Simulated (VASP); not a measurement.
# TaN (Fmmm) in VASP: notebook

The runs below take TaN through single point, with PBEsol.

All numbers are computed with VASP 6.6.1; they aren't measurements. Logs are shortened: lines on timing, memory, paths and dates and some standing lists are left out, and cuts for length are marked.

### 1 The cell of the first run

The structure is orthorhombic, space group Fmmm (No. 69). The conventional cell has a = 4.304 Å, b = 4.358 Å, c = 4.412 Å, α = 90.00°, β = 90.00°, γ = 90.00°. Within 2.8 Å of Ta (site symmetry mmm) lie 6 N at 2.15 to 2.21 Å. N (site symmetry mmm) has 6 Ta at 2.15 to 2.21 Å within 2.8 Å.

### 2 Single point, PBEsol (strain +0.0125 x Voigt [1, -1, 0, 0, 0, 0])

Input file INCAR:

```
SYSTEM = TaN
ALGO = Normal ; EDIFF = 1E-6
ENCUT = 520 ; GGA = PS
ISIF = 2 ; ISMEAR = 0
LASPH = .True. ; LCHARG = .False.
LREAL = .False. ; LWAVE = .False.
NBANDS = 15 ; NELM = 100
PREC = Accurate ; SIGMA = 0.15
```

Input file KPOINTS:

```
k-points
0
Gamma
  18 18 18
  0 0 0
```

Input file POSCAR:

```
TaN
1.0
    0.0000000000      2.1517625000      2.1790000000
    2.2062375000      0.0000000000      2.1790000000
    2.2062375000      2.1517625000      0.0000000000
Ta N
1 1
Direct
    0.5000000000      0.5000000000      0.5000000000
    0.0000000000      0.0000000000      0.0000000000
```

Potentials or basis: VASP PAW PBE potentials, release 64 (Ta_pv, N).

Run with:

```bash
cat potpaw_PBE.64/Ta_pv/POTCAR potpaw_PBE.64/N/POTCAR > POTCAR
mpirun -np 1 vasp_std > vasp.out
```

OUTCAR:

```text
SYSTEM = TaN
   EDIFF = 1E-6
   ENCUT = 520
   GGA = PS
   ISIF = 2
   ISMEAR = 0
   LASPH = .True.
   LREAL = .False.
   NELM = 100
   PREC = Accurate

 ion  position               nearest neighbor table
   1  0.500  0.500  0.500-   2 2.15   2 2.15   2 2.18   2 2.18   2 2.21   2 2.21
   2  0.000  0.000  0.000-   1 2.15   1 2.15   1 2.18   1 2.18   1 2.21   1 2.21

  LATTYP: Found a face centered orthorhombic cell.
 ALAT       =     4.3035250000
 B/A-ratio  =     1.0126582278
 C/A-ratio  =     1.0253164557

  Lattice vectors:

 A1 = (  -2.2062375000,   0.0000000000,  -2.1790000000)
 A2 = (  -2.2062375000,   2.1517625000,   0.0000000000)
 A3 = (   0.0000000000,   2.1517625000,  -2.1790000000)

Analysis of symmetry for initial positions (statically):
=====================================================================
 Subroutine PRICEL returns:
 Original cell was already a primitive cell.

 Routine SETGRP: Setting up the symmetry group for a
 face centered orthorhombic supercell.

 Subroutine GETGRP returns: Found  8 space group operations
 (whereof  8 operations were pure point group operations)
 out of a pool of  8 trial point group operations.

The static configuration has the point symmetry D_2h.

Analysis of symmetry for dynamics (positions and initial velocities):
=====================================================================
 Subroutine PRICEL returns:
 Original cell was already a primitive cell.

 Routine SETGRP: Setting up the symmetry group for a
 face centered orthorhombic supercell.

 Subroutine GETGRP returns: Found  8 space group operations
 (whereof  8 operations were pure point group operations)
 out of a pool of  8 trial point group operations.

The dynamic configuration has the point symmetry D_2h.

 Subroutine INISYM returns: Found  8 space group operations
 (whereof  8 operations are pure point group operations),
 and found     1 'primitive' translations

----------------------------------------------------------------------------------------

                                     Primitive cell

  volume of cell :      20.6887

  direct lattice vectors                    reciprocal lattice vectors
     0.000000000  2.151762500  2.179000000    -0.226630179  0.232367652  0.229463056
     2.206237500  0.000000000  2.179000000     0.226630179 -0.232367652  0.229463056
     2.206237500  2.151762500  0.000000000     0.226630179  0.232367652 -0.229463056

  length of vectors
     3.062372096  3.100890986  3.081812091     0.397503784  0.397503784  0.397503784

  position of ions in fractional coordinates (direct lattice)
     0.500000000  0.500000000  0.500000000
     0.000000000  0.000000000  0.000000000

  ion indices of the primitive-cell ions
   primitive index   ion index
                 1           1
                 2           2

----------------------------------------------------------------------------------------

 KPOINTS: k-points

Automatic generation of k-mesh.
 Grid dimensions read from file:
 generate k-points for:   18   18   18

 Generating k-lattice:

  Cartesian coordinates                     Fractional coordinates (reciprocal lattice)
    -0.012590566  0.012909314  0.012747948     0.055555556  0.000000000  0.000000000
     0.012590566 -0.012909314  0.012747948     0.000000000  0.055555556 -0.000000000
     0.012590566  0.012909314 -0.012747948     0.000000000 -0.000000000  0.055555556

  Length of vectors
     0.022083544  0.022083544  0.022083544

  Shift w.r.t. Gamma in fractional coordinates (k-lattice)
     0.000000000  0.000000000  0.000000000

 Subroutine IBZKPT returns following result:
 ===========================================

 Found    865 irreducible k-points:

 Following reciprocal coordinates:
            Coordinates               Weight
  0.000000  0.000000  0.000000      1.000000
  0.055556  0.000000  0.000000      8.000000
  0.111111  0.000000  0.000000      8.000000
  0.166667  0.000000  0.000000      8.000000
  0.222222  0.000000  0.000000      8.000000
  0.277778  0.000000  0.000000      8.000000
[... 16 lines left out ...]
 -0.277778  0.055556 -0.000000      8.000000
 -0.222222  0.055556  0.000000      8.000000
 [... further k-points ...]
   k-points           NKPTS =    865   k-points in BZ     NKDIM =    865   number of bands    NBANDS=     15
   number of dos      NEDOS =    301   number of ions     NIONS =      2
   total plane-waves  NPLWV =  13824
   dimension x,y,z NGX =    24 NGY =   24 NGZ =   24
   dimension x,y,z NGXF=    48 NGYF=   48 NGZF=   48
   ions per type =               1   1
   NGX,Y,Z   is equivalent  to a cutoff of  13.03, 12.87, 12.95 a.u.
   NGXF,Y,Z  is equivalent  to a cutoff of  26.06, 25.73, 25.89 a.u.
 SYSTEM =  TaN
   PREC   = accura    normal or accurate (medium, high low for compatibility)
   ISTART =      0    job   : 0-new  1-cont  2-samecut
   ICHARG =      2    charge: 1-file 2-atom 10-const
   ISPIN  =      1    spin polarized calculation?
   LNONCOLLINEAR =      F non collinear calculations
   LSORBIT =      F    spin-orbit coupling
   LASPH  =      T    aspherical Exc in radial PAW
   ENCUT  =  520.0 eV  38.22 Ry    6.18 a.u.   5.69  5.77  5.73*2*pi/ulx,y,z
   NELM   =    100;   NELMIN=  2; NELMDL= -5     # of ELM steps
   EDIFF  = 0.1E-05   stopping-criterion for ELM
   LREAL  =      F    real-space projection
   EDIFFG = 0.1E-04   stopping-criterion for IOM
   NSW    =      0    number of steps for IOM
   IBRION =     -1    ionic relax: 0-MD 1-quasi-New 2-CG
   NFREE  =      0    steps in history (QN), initial steepest desc. (CG)
   ISIF   =      2    stress and relaxation
   ISYM   =      2    0-nonsym 1-usesym 2-fastsym
   POTIM  = 0.5000    time-step for ionic-motion
   TEBEG  =    0.0;   TEEND  =   0.0 temperature during run
   PSTRESS=    0.0 pullay stress
   NELECT =      16.0000    total number of electrons
   NUPDOWN=      -1.0000    fix difference up-down
   EMIN   =  10.00;   EMAX   =-10.00  energy-range for DOS
   EFERMI =   0.00;   METHOD = LEGACY
   ISMEAR =     0;   SIGMA  =   0.15  broadening in eV -4-tet -1-fermi 0-gaus
   EFERMI_NEDOS =   21; number of points for ismear=-14 and -15
   IALGO  =     38    algorithm
   IMIX   =      4    mixing-type and parameters
     AMIX     =   0.40;   BMIX     =  1.00
     AMIX_MAG =   1.60;   BMIX_MAG =  1.00
  volume/ion in A,a.u.               =      10.34        69.81
  Fermi-wavevector in a.u.,A,eV,Ry     =   1.502693  2.839678 30.723122  2.258086
  Thomas-Fermi vector in A             =   2.613900
   LORBIT       =      0    0 simple, 1 ext, 2 COOP (PROOUT), +10 PAW based schemes
   GGA     = PS    functional components
   LHFCALC =     F    Hartree Fock is set to
   AEXX    =    0.0000 exact exchange contribution
   IVDW    =     0    specifies the selected vdW correction
   LEPSILON=     F    determine dielectric tensor
   LRPA    =     F    only Hartree local field effects (RPA)
 non-spin polarized calculation
 Gauss-broadening in eV      SIGMA  =   0.15
  energy-cutoff  :      520.00
  volume of cell :       20.69
 maximum number of plane-waves:       570
   NGX = 11   NGY = 11   NGZ = 11

 number of electron      16.0000000 magnetization

 Free energy of the ion-electron system (eV)
  ---------------------------------------------------
  ext. energy  EPLUGINS =         0.00000000
  ---------------------------------------------------
  free energy    TOTEN  =       -23.19811637 eV

  energy without entropy =      -23.18900513  energy(sigma->0) =      -23.19356075

 E-fermi :   9.6980     XC(G=0): -13.7398

 val. band max:        9.6976221638   @ k =  -0.3333   0.2222   0.3889
 cond. band min:       9.6989906329   @ k =   0.2222   0.0556   0.1667
 fundamental gap:      0.0013684691
 Fermi energy:         9.6980072997

 k-point     1 :       0.0000    0.0000    0.0000
  band No.  band energies     occupation
      1     -25.9666      2.00000
      2     -25.9588      2.00000
      3     -25.9543      2.00000
      4      -9.3477      2.00000
      5       5.7556      2.00000
      6       5.8135      2.00000
      7       5.8814      2.00000
      8       7.3295      2.00000
      9       7.4872      2.00000
     10       7.6420      2.00000
     11       9.5128      1.91916
     12       9.8321      0.20618
     13      11.5838      0.00000
     14      19.0816      0.00000
     15      22.1214      0.00000

 k-point     2 :       0.0556    0.0000    0.0000
  band No.  band energies     occupation
      1     -25.9920      2.00000
      2     -25.9662      2.00000
      3     -25.9584      2.00000
      4      -9.2670      2.00000
      5       5.3669      2.00000
      6       5.4896      2.00000
      7       5.5707      2.00000
      8       7.5034      2.00000
      9       7.6448      2.00000
     10       7.7859      2.00000
     11       9.8404      0.17940
     12      10.1675      0.00001
     13      11.8162      0.00000
     14      19.3255      0.00000
     15      22.1213      0.00000

 k-point     3 :       0.1111    0.0000    0.0000
  band No.  band energies     occupation
      1     -26.0810      2.00000
      2     -25.9761      2.00000
      3     -25.9652      2.00000
      4      -9.0322      2.00000
      5       4.4707      2.00000
      6       4.8491      2.00000
      7       4.9327      2.00000
      8       7.8490      2.00000
      9       7.9626      2.00000
     10       8.0723      2.00000
     11      10.6572      0.00000
     12      11.0037      0.00000
     13      12.4313      0.00000
     14      20.0144      0.00000
     15      22.1207      0.00000

 k-point     4 :       0.1667    0.0000    0.0000
  band No.  band energies     occupation
      1     -26.2153      2.00000
      2     -25.9905      2.00000
      3     -25.9754      2.00000
      4      -8.6638      2.00000
      5       3.4316      2.00000
      6       4.1507      2.00000
      7       4.2243      2.00000
      8       8.2832      2.00000
      9       8.3591      2.00000
     10       8.4416      2.00000
     11      11.7161      0.00000
     12      12.0891      0.00000
     13      13.2540      0.00000
     14      21.0079      0.00000
     15      22.1199      0.00000
[... 307 lines left out ...]
 k-point    22 :      -0.3333    0.0556    0.0000
  band No.  band energies     occupation
      1     -26.7293      2.00000
      2     -26.0698      2.00000
      3     -26.0199      2.00000
      4      -6.9363      2.00000
      5       0.2327      2.00000
      6       2.2768      2.00000
      7       2.5475      2.00000
      8       9.7714      0.48876
      9      10.2556      0.00000
     10      11.1920      0.00000
     11      14.5682      0.00000
     12      15.4583      0.00000
     13      16.5323      0.00000
     14      21.7757      0.00000
     15      22.2265      0.00000

 k-point    23 :      -0.2778    0.0556   -0.0000
  band No.  band energies     occupation
      1     -26.5909      2.00000
      2     -26.0555      2.00000
      3     -26.0048      2.00000
      4      -7.4552      2.00000
      5       1.0297      2.00000
      6       2.6414      2.00000
      7       2.9968      2.00000
      8       9.1677      2.00000
      9       9.5296      1.88772
     10      10.5318      0.00000
     11      13.7480      0.00000
     12      14.8248      0.00000
     13      15.7059      0.00000
     14      22.0489      0.00000
     15      22.4104      0.00000

 k-point    24 :      -0.2222    0.0556    0.0000
  band No.  band energies     occupation
      1     -26.4330      2.00000
      2     -26.0377      2.00000
      3     -25.9896      2.00000
      4      -7.9818      2.00000
      5       1.9378      2.00000
      6       3.1259      2.00000
      7       3.5480      2.00000
      8       8.7094      2.00000
      9       8.8594      2.00000
     10       9.8316      0.20784
     11      12.6432      0.00000
     12      13.9123      0.00000
     13      14.8541      0.00000
     14      22.0977      0.00000
     15      22.3617      0.00000

 [... further k-points ...]
[... 5 lines left out ...]
  --------------------------------------------------------------------------------------
  -------------------------------------------------------------------------------------
  Total       -0.3060297      1.8921874      0.7307053      0.0000000     -0.0000000      0.0000000
  in kB      -23.6995608    146.5348473     56.5873032      0.0000000     -0.0000000      0.0000000
  external PRESSURE =      59.8075299 kB  Pullay stress =       0.0000000 kB

 VOLUME and BASIS-vectors are now :
 -----------------------------------------------------------------------------
  energy-cutoff  :      520.00
  volume of cell :       20.69
      direct lattice vectors                 reciprocal lattice vectors
     0.000000000  2.151762500  2.179000000    -0.226630179  0.232367652  0.229463056
     2.206237500  0.000000000  2.179000000     0.226630179 -0.232367652  0.229463056
     2.206237500  2.151762500  0.000000000     0.226630179  0.232367652 -0.229463056

 POSITION                                       TOTAL-FORCE (eV/Angst)
 -----------------------------------------------------------------------------------
      2.20624      2.15176      2.17900        -0.000000     -0.000000      0.000000
      0.00000      0.00000      0.00000         0.000000      0.000000      0.000000
 -----------------------------------------------------------------------------------
    total drift:                                0.000000     -0.000000     -0.000000

  FREE ENERGIE OF THE ION-ELECTRON SYSTEM (eV)
  ---------------------------------------------------
  free  energy   TOTEN  =       -23.1981163747 eV

  energy  without entropy=      -23.1890051329  energy(sigma->0) =      -23.19356075
```

It took 66 s on 1 thread of Intel Xeon 6975P-C (Granite Rapids), shared host; peak memory 0.37 GiB.

Results:

| Property | Result |
| --- | --- |
| Free energy | -23.1981 eV |
| Pressure | 6.0 GPa |
| Band gap on the k mesh | zero (band 8 reaches 11.59 eV, above the bottom of band 9 at 7.49 eV) |

Caveat: the cell differs from its parent crystal (strain +0.0125 x Voigt [1, -1, 0, 0, 0, 0]); the PAW data sets were made with another functional, which shifts forces and pressure a little; spin-orbit coupling is left out, which moves the levels of the heavy elements.

### 3 Single point, PBEsol (strain +0.0125 x Voigt [1, -1, 0, 0, 0, 0])

Input file INCAR:

```
SYSTEM = TaN
ALGO = Normal ; EDIFF = 1E-6
ENCUT = 600 ; GGA = PS
GGA_COMPAT = .False. ; ISIF = 2
ISMEAR = 0 ; LASPH = .True.
LCHARG = .False. ; LREAL = .False.
LWAVE = .False. ; NBANDS = 16
NELM = 120 ; PREC = Accurate
SIGMA = 0.15
```

KPOINTS is that of step 2.

POSCAR is that of step 2.

Potentials or basis: VASP PAW PBE potentials, release 64 (Ta_sv_GW, N).

Run with:

```bash
cat potpaw_PBE.64/Ta_sv_GW/POTCAR potpaw_PBE.64/N/POTCAR > POTCAR
mpirun -np 1 vasp_std > vasp.out
```

OUTCAR:

```text
SYSTEM = TaN
   EDIFF = 1E-6
   ENCUT = 600
   GGA = PS
   ISIF = 2
   ISMEAR = 0
   LASPH = .True.
   LREAL = .False.
   NELM = 120
   PREC = Accurate

 ion  position               nearest neighbor table
   1  0.500  0.500  0.500-   2 2.15   2 2.15   2 2.18   2 2.18   2 2.21   2 2.21
   2  0.000  0.000  0.000-   1 2.15   1 2.15   1 2.18   1 2.18   1 2.21   1 2.21

  LATTYP: Found a face centered orthorhombic cell.
 ALAT       =     4.3035250000
 B/A-ratio  =     1.0126582278
 C/A-ratio  =     1.0253164557

  Lattice vectors:

[... 627 lines left out ...]
      4     -21.5878      2.00000
      5      -3.5904      2.00000
      6       6.3290      2.00000
[... 8 lines left out ...]
     15      26.4901      0.00000
     16      30.5191      0.00000

 [... further k-points ...]
[... 5 lines left out ...]
  --------------------------------------------------------------------------------------
  -------------------------------------------------------------------------------------
  Total       -0.4240741      1.7642062      0.6098754      0.0000000      0.0000000      0.0000000
  in kB      -32.8411637    136.6237229     47.2299943      0.0000000      0.0000000      0.0000000
  external PRESSURE =      50.3375178 kB  Pullay stress =       0.0000000 kB

 VOLUME and BASIS-vectors are now :
 -----------------------------------------------------------------------------
  energy-cutoff  :      600.00
  volume of cell :       20.69
      direct lattice vectors                 reciprocal lattice vectors
     0.000000000  2.151762500  2.179000000    -0.226630179  0.232367652  0.229463056
     2.206237500  0.000000000  2.179000000     0.226630179 -0.232367652  0.229463056
     2.206237500  2.151762500  0.000000000     0.226630179  0.232367652 -0.229463056

 POSITION                                       TOTAL-FORCE (eV/Angst)
 -----------------------------------------------------------------------------------
      2.20624      2.15176      2.17900         0.000000      0.000000      0.000000
      0.00000      0.00000      0.00000         0.000000      0.000000      0.000000
 -----------------------------------------------------------------------------------
    total drift:                                0.000000     -0.000000      0.000000

  FREE ENERGIE OF THE ION-ELECTRON SYSTEM (eV)
  ---------------------------------------------------
  free  energy   TOTEN  =       -25.7455608726 eV

  energy  without entropy=      -25.7364298772  energy(sigma->0) =      -25.74099537
```

OSZICAR:

```text
N       E                     dE             d eps       ncg     rms          rms(c)
DAV:   1     0.114242305069E+03    0.11424E+03   -0.12299E+04 27824   0.129E+03
DAV:   2    -0.244858426710E+02   -0.13873E+03   -0.13364E+03 40096   0.338E+02
DAV:   3    -0.295648980541E+02   -0.50791E+01   -0.50720E+01 32784   0.586E+01
DAV:   4    -0.296827446887E+02   -0.11785E+00   -0.11784E+00 39696   0.599E+00
DAV:   5    -0.296860078259E+02   -0.32631E-02   -0.32631E-02 33288   0.698E-01    0.500E+01
DAV:   6    -0.258988933505E+02    0.37871E+01   -0.80329E+00 33248   0.253E+01    0.476E+01
DAV:   7    -0.257925528439E+02    0.10634E+00   -0.45051E-01 29248   0.571E+00    0.242E+01
DAV:   8    -0.257469140778E+02    0.45639E-01   -0.13474E-01 35112   0.291E+00    0.652E-01
DAV:   9    -0.257456605828E+02    0.12535E-02   -0.41171E-03 31304   0.612E-01    0.327E-01
DAV:  10    -0.257455734875E+02    0.87095E-04   -0.12873E-03 30600   0.360E-01    0.101E-01
DAV:  11    -0.257455782778E+02   -0.47903E-05   -0.11308E-04 33504   0.104E-01    0.378E-02
DAV:  12    -0.257455605955E+02    0.17682E-04   -0.33342E-05 33504   0.525E-02    0.179E-02
DAV:  13    -0.257455608726E+02   -0.27712E-06   -0.25948E-06 27552   0.134E-02
   1 F= -.25745561E+02 E0= -.25740995E+02  d E =-.913100E-02
```

stdout:

```text
POSCAR found type information on POSCAR TaN
 POSCAR found :  2 types and       2 ions
 scaLAPACK will be used
 -----------------------------------------------------------------------------
|                                                                             |
|                                                                             |
|     You enforced a specific xc type in the INCAR file but a different       |
|     I HOPE YOU KNOW WHAT YOU ARE DOING!                                     |
|                                                                             |
 -----------------------------------------------------------------------------

 LDA part: xc-table for (Slater+PW92), standard interpolation
 POSCAR, INCAR and KPOINTS ok, starting setup
 FFT: planning ... GRIDC
 FFT: planning ... GRID_SOFT
 FFT: planning ... GRID
 WAVECAR not read
 entering main loop
```

Run time: 2.7 min. Hardware: 1 thread of Intel Xeon 6975P-C (Granite Rapids), shared host; peak memory 0.49 GiB.

What came out:

```yaml
Free_energy: -25.7456 eV
Pressure: 5.0 GPa
Band_gap_on_the_k_mesh: zero (band 9 reaches 15.98 eV, above the bottom of band 10 at 11.88 eV)
```

Stress tensor (GPa, compression positive):
```
-3.28  0.00  0.00
 0.00 13.66  0.00
 0.00  0.00  4.72
```

Caveat: the cell differs from its parent crystal (strain +0.0125 x Voigt [1, -1, 0, 0, 0, 0]); the PAW data sets were made with another functional, which shifts forces and pressure a little; spin-orbit coupling is left out, which moves the levels of the heavy elements.
